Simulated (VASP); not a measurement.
# TaMo2C3 (P-3m1) in VASP: notebook

Runs on TaMo2C3. Level: PBE. Tasks: single point.

Everything below comes from runs of VASP 6.6.1. Logs are shortened: lines on timing, memory, paths and dates and some standing lists are left out, and cuts for length are marked.

### Step 1. The cell of the first run

Symmetry: P-3m1, No. 164, trigonal system. The conventional cell has a = 2.987 Å, b = 2.987 Å, c = 7.366 Å, α = 90.00°, β = 90.00°, γ = 120.00°. Within 2.8 Å of Ta (site symmetry -3m) lie 6 C at 2.12 Å. Within 2.8 Å of Mo (site symmetry 3m) lie 6 C at 2.10 to 2.13 Å. C (site symmetry -3m) has 6 Mo at 2.13 Å within 2.8 Å. Within 2.8 Å of C (site symmetry 3m) lie 3 Mo at 2.10 Å and 3 Ta at 2.12 Å.

### Step 2. Single point, PBE

Input file INCAR:

```
ALGO     = Normal         # electronic algorithm
EDIFF    = 1E-6           # SCF threshold, eV
ENCUT    = 600            # plane-wave cutoff, eV
GGA      = PE             # functional
GGA_COMPAT= F            
ISIF     = 2              # what is computed and relaxed
ISMEAR   = -1             # smearing method
LASPH    = T              # aspherical terms in the spheres
LCHARG   = F              # write CHGCAR
LREAL    = F              # projectors in reciprocal space
LWAVE    = F              # write WAVECAR
NBANDS   = 34             # bands
NELM     = 120            # most SCF steps
PREC     = Accurate       # precision mode
SIGMA    = 0.1            # smearing width, eV
```

Input file KPOINTS:

```
k-points
0
Gamma
  9 9 3
```

Input file POSCAR:

```
TaMo2C3
1.0
    2.9866223235      0.0000000000      0.0000000000
   -1.4933111618      2.5864908513      0.0000000000
    0.0000000000      0.0000000000      7.3656734220
Ta Mo C
1 2 3
Direct
    0.0000000000      0.0000000000      0.0000000000
    0.3333333333      0.6666666667      0.6692300000
    0.6666666667      0.3333333333      0.3307700000
    0.0000000000      0.0000000000      0.5000000000
    0.3333333333      0.6666666667      0.1679210000
    0.6666666667      0.3333333333      0.8320790000
```

Potentials or basis: VASP PAW PBE potentials, release 64 (Ta_pv, Mo_sv, C).

Started as:

```sh
> cat potpaw_PBE.64/Ta_pv/POTCAR potpaw_PBE.64/Mo_sv/POTCAR potpaw_PBE.64/C/POTCAR > POTCAR
> mpirun -np 1 vasp_std > vasp.out
```

OUTCAR:

```text
EDIFF = 1E-6
   ENCUT = 600
   GGA = PE
   ISIF = 2
   ISMEAR = -1
   LASPH = T
   LREAL = F
   NELM = 120
   PREC = Accurate

 ion  position               nearest neighbor table
   1  0.000  0.000  0.000-   5 2.12   6 2.12   6 2.12   5 2.12   6 2.12   5 2.12   2 2.98   3 2.98
                             2 2.98   3 2.98   3 2.98   2 2.98
   2  0.333  0.667  0.669-   6 2.10   6 2.10   6 2.10   4 2.13   4 2.13   4 2.13   1 2.98   1 2.98
                             1 2.98   3 3.03   3 3.03   3 3.03
   3  0.667  0.333  0.331-   5 2.10   5 2.10   5 2.10   4 2.13   4 2.13   4 2.13   1 2.98   1 2.98
                             1 2.98   2 3.03   2 3.03   2 3.03
   4  0.000  0.000  0.500-   2 2.13   3 2.13   3 2.13   2 2.13   3 2.13   2 2.13
   5  0.333  0.667  0.168-   3 2.10   3 2.10   3 2.10   1 2.12   1 2.12   1 2.12
   6  0.667  0.333  0.832-   2 2.10   2 2.10   2 2.10   1 2.12   1 2.12   1 2.12

  LATTYP: Found a hexagonal cell.
 ALAT       =     2.9866223235
 C/A-ratio  =     2.4662219136

  Lattice vectors:

 A1 = (   2.9866223235,   0.0000000000,   0.0000000000)
 A2 = (  -1.4933111618,   2.5864908513,   0.0000000000)
 A3 = (   0.0000000000,   0.0000000000,   7.3656734220)

Analysis of symmetry for initial positions (statically):
=====================================================================
 Subroutine PRICEL returns:
 Original cell was already a primitive cell.

 Routine SETGRP: Setting up the symmetry group for a
 hexagonal supercell.

 Subroutine GETGRP returns: Found 12 space group operations
 (whereof 12 operations were pure point group operations)
 out of a pool of 24 trial point group operations.

The static configuration has the point symmetry D_3d.

Analysis of symmetry for dynamics (positions and initial velocities):
=====================================================================
 Subroutine PRICEL returns:
 Original cell was already a primitive cell.

 Routine SETGRP: Setting up the symmetry group for a
 hexagonal supercell.

 Subroutine GETGRP returns: Found 12 space group operations
 (whereof 12 operations were pure point group operations)
 out of a pool of 24 trial point group operations.

The dynamic configuration has the point symmetry D_3d.

 Subroutine INISYM returns: Found 12 space group operations
 (whereof 12 operations are pure point group operations),
 and found     1 'primitive' translations

----------------------------------------------------------------------------------------

                                     Primitive cell

  volume of cell :      56.8989

  direct lattice vectors                    reciprocal lattice vectors
     2.986622323  0.000000000  0.000000000     0.334826400  0.193312108  0.000000000
    -1.493311162  2.586490851  0.000000000     0.000000000  0.386624217  0.000000000
     0.000000000  0.000000000  7.365673422     0.000000000  0.000000000  0.135764911

  length of vectors
     2.986622323  2.986622365  7.365673422     0.386624222  0.386624217  0.135764911

  position of ions in fractional coordinates (direct lattice)
     0.000000000  0.000000000  0.000000000
     0.333333333  0.666666667  0.669230000
     0.666666667  0.333333333  0.330770000
     0.000000000  0.000000000  0.500000000
     0.333333333  0.666666667  0.167921000
     0.666666667  0.333333333  0.832079000

  ion indices of the primitive-cell ions
   primitive index   ion index
                 1           1
                 2           2
                 3           3
                 4           4
                 5           5
                 6           6

----------------------------------------------------------------------------------------

 KPOINTS: k-points

Automatic generation of k-mesh.
 Grid dimensions read from file:
 generate k-points for:    9    9    3

 Generating k-lattice:

  Cartesian coordinates                     Fractional coordinates (reciprocal lattice)
     0.037202933  0.021479123  0.000000000     0.111111111 -0.000000000  0.000000000
     0.000000000  0.042958246  0.000000000     0.000000000  0.111111111  0.000000000
     0.000000000  0.000000000  0.045254970     0.000000000  0.000000000  0.333333333

  Length of vectors
     0.042958247  0.042958246  0.045254970

  Shift w.r.t. Gamma in fractional coordinates (k-lattice)
     0.000000000  0.000000000  0.000000000

 Subroutine IBZKPT returns following result:
 ===========================================

 Found     31 irreducible k-points:

 Following reciprocal coordinates:
            Coordinates               Weight
  0.000000  0.000000  0.000000      1.000000
  0.111111 -0.000000  0.000000      6.000000
  0.222222  0.000000  0.000000      6.000000
  0.333333 -0.000000  0.000000      6.000000
  0.444444  0.000000  0.000000      6.000000
  0.111111  0.111111  0.000000      6.000000
[... 16 lines left out ...]
  0.222222  0.111111  0.333333     12.000000
 -0.111111  0.333333  0.333333     12.000000
 [... further k-points ...]
   k-points           NKPTS =     31   k-points in BZ     NKDIM =     31   number of bands    NBANDS=     34
   number of dos      NEDOS =    301   number of ions     NIONS =      6
   total plane-waves  NPLWV =  34560
   dimension x,y,z NGX =    24 NGY =   24 NGZ =   60
   dimension x,y,z NGXF=    48 NGYF=   48 NGZF=  120
   ions per type =               1   2   3
   NGX,Y,Z   is equivalent  to a cutoff of  13.36, 13.36, 13.54 a.u.
   NGXF,Y,Z  is equivalent  to a cutoff of  26.72, 26.72, 27.08 a.u.
 SYSTEM =  unknown system
   PREC   = accura    normal or accurate (medium, high low for compatibility)
   ISTART =      0    job   : 0-new  1-cont  2-samecut
   ICHARG =      2    charge: 1-file 2-atom 10-const
   ISPIN  =      1    spin polarized calculation?
   LNONCOLLINEAR =      F non collinear calculations
   LSORBIT =      F    spin-orbit coupling
   LASPH  =      T    aspherical Exc in radial PAW
   ENCUT  =  600.0 eV  44.10 Ry    6.64 a.u.   5.97  5.97 14.71*2*pi/ulx,y,z
   NELM   =    120;   NELMIN=  2; NELMDL= -5     # of ELM steps
   EDIFF  = 0.1E-05   stopping-criterion for ELM
   LREAL  =      F    real-space projection
   EDIFFG = 0.1E-04   stopping-criterion for IOM
   NSW    =      0    number of steps for IOM
   IBRION =     -1    ionic relax: 0-MD 1-quasi-New 2-CG
   NFREE  =      0    steps in history (QN), initial steepest desc. (CG)
   ISIF   =      2    stress and relaxation
   ISYM   =      2    0-nonsym 1-usesym 2-fastsym
   POTIM  = 0.5000    time-step for ionic-motion
   TEBEG  =    0.0;   TEEND  =   0.0 temperature during run
   PSTRESS=    0.0 pullay stress
   NELECT =      51.0000    total number of electrons
   NUPDOWN=      -1.0000    fix difference up-down
   EMIN   =  10.00;   EMAX   =-10.00  energy-range for DOS
   EFERMI =   0.00;   METHOD = LEGACY
   ISMEAR =    -1;   SIGMA  =   0.10  broadening in eV -4-tet -1-fermi 0-gaus
   EFERMI_NEDOS =   21; number of points for ismear=-14 and -15
   IALGO  =     38    algorithm
   IMIX   =      4    mixing-type and parameters
     AMIX     =   0.40;   BMIX     =  1.00
     AMIX_MAG =   1.60;   BMIX_MAG =  1.00
  volume/ion in A,a.u.               =       9.48        64.00
  Fermi-wavevector in a.u.,A,eV,Ry     =   1.578448  2.982834 33.898896  2.491499
  Thomas-Fermi vector in A             =   2.678977
   LORBIT       =      0    0 simple, 1 ext, 2 COOP (PROOUT), +10 PAW based schemes
   GGA     = PE    functional components
   LHFCALC =     F    Hartree Fock is set to
   AEXX    =    0.0000 exact exchange contribution
   IVDW    =     0    specifies the selected vdW correction
   LEPSILON=     F    determine dielectric tensor
   LRPA    =     F    only Hartree local field effects (RPA)
 non-spin polarized calculation
  energy-cutoff  :      600.00
  volume of cell :       56.90
 maximum number of plane-waves:      1926
   NGX = 11   NGY = 11   NGZ = 29

 number of electron      51.0000004 magnetization

 Free energy of the ion-electron system (eV)
  ---------------------------------------------------
  ext. energy  EPLUGINS =         0.00000000
  ---------------------------------------------------
  free energy    TOTEN  =       -60.84158940 eV

  energy without entropy =      -60.76284185  energy(sigma->0) =      -60.80221563

 E-fermi :  13.0210     XC(G=0): -14.0628

 val. band max:       13.0074244951   @ k =   0.3333   0.2222   0.0000
 cond. band min:      13.0476493717   @ k =  -0.1111   0.4444   0.3333
 fundamental gap:      0.0402248765
 Fermi energy:        13.0210090000

 k-point     1 :       0.0000    0.0000    0.0000
  band No.  band energies     occupation
      1     -49.0266      2.00000
      2     -48.9710      2.00000
      3     -23.4785      2.00000
      4     -23.2294      2.00000
      5     -22.8718      2.00000
      6     -22.8718      2.00000
[... 26 lines left out ...]
     33      14.2563      0.00001
     34      14.8991      0.00000

 k-point     2 :       0.1111   -0.0000    0.0000
  band No.  band energies     occupation
      1     -49.0147      2.00000
      2     -48.9621      2.00000
      3     -23.4571      2.00000
      4     -23.2245      2.00000
      5     -22.9507      2.00000
      6     -22.9167      2.00000
[... 26 lines left out ...]
     33      15.2932      0.00000
     34      15.5434      0.00000

 k-point     3 :       0.2222    0.0000    0.0000
  band No.  band energies     occupation
      1     -48.9842      2.00000
      2     -48.9398      2.00000
      3     -23.4117      2.00000
      4     -23.2904      2.00000
      5     -23.1360      2.00000
      6     -23.0465      2.00000
[... 26 lines left out ...]
     33      16.4799      0.00000
     34      17.2814      0.00000
[... 704 lines left out ...]
 k-point    23 :       0.2222    0.1111    0.3333
  band No.  band energies     occupation
      1     -48.9601      2.00000
      2     -48.9233      2.00000
      3     -23.4025      2.00000
      4     -23.3453      2.00000
      5     -23.2991      2.00000
      6     -23.0666      2.00000
[... 26 lines left out ...]
     33      16.9890      0.00000
     34      18.0150      0.00000

 k-point    24 :      -0.1111    0.3333    0.3333
  band No.  band energies     occupation
      1     -48.9601      2.00000
      2     -48.9232      2.00000
      3     -23.4135      2.00000
      4     -23.3851      2.00000
      5     -23.2604      2.00000
      6     -23.0373      2.00000
[... 26 lines left out ...]
     33      16.9465      0.00000
     34      18.0811      0.00000

 [... further k-points ...]

------------------------ aborting loop because EDIFF is reached ----------------------------------------

  FORCE on cell =-STRESS in cart. coord.  units (eV):
  Direction    XX          YY          ZZ          XY          YZ          ZX
  --------------------------------------------------------------------------------------
  -------------------------------------------------------------------------------------
  Total       18.2769097     18.2769104     18.2859546     -0.0000000     -0.0000000      0.0000000
  in kB      514.6472265    514.6472455    514.9019154     -0.0000000     -0.0000000      0.0000000
  external PRESSURE =     514.7321291 kB  Pullay stress =       0.0000000 kB

 VOLUME and BASIS-vectors are now :
 -----------------------------------------------------------------------------
  energy-cutoff  :      600.00
  volume of cell :       56.90
      direct lattice vectors                 reciprocal lattice vectors
     2.986622323  0.000000000  0.000000000     0.334826400  0.193312108  0.000000000
    -1.493311162  2.586490851  0.000000000     0.000000000  0.386624217  0.000000000
     0.000000000  0.000000000  7.365673422     0.000000000  0.000000000  0.135764911

 POSITION                                       TOTAL-FORCE (eV/Angst)
 -----------------------------------------------------------------------------------
      0.00000      0.00000      0.00000         0.000000      0.000000      0.000000
     -0.00000      1.72433      4.92933        -0.000000      0.000000     -0.041819
      1.49331      0.86216      2.43634         0.000000     -0.000000      0.041819
      0.00000      0.00000      3.68284         0.000000      0.000000      0.000000
     -0.00000      1.72433      1.23685        -0.000000     -0.000000      0.316896
      1.49331      0.86216      6.12882         0.000000      0.000000     -0.316896
 -----------------------------------------------------------------------------------
    total drift:                                0.000000     -0.000000     -0.000000

  FREE ENERGIE OF THE ION-ELECTRON SYSTEM (eV)
  ---------------------------------------------------
  free  energy   TOTEN  =       -60.8415894048 eV

  energy  without entropy=      -60.7628418528  energy(sigma->0) =      -60.80221563
```

Run time: 52 s. Hardware: 1 thread of Intel Xeon Platinum 8259CL at 2.50GHz (Skylake/Cascade Lake), shared host; peak memory 0.22 GiB.

Results:

- Free energy: -60.8416 eV
- Pressure: 51.5 GPa
- Largest force: 0.317 eV/Å

Forces in eV/Å, atoms in the order of the input:
```
Ta   0.000  0.000  0.000
Mo   0.000  0.000 -0.042
Mo   0.000  0.000  0.042
C    0.000  0.000  0.000
C    0.000  0.000  0.317
C    0.000  0.000 -0.317
```

Caveat: spin-orbit coupling is left out, which moves the levels of the heavy elements.

[end of part 1 of 2]
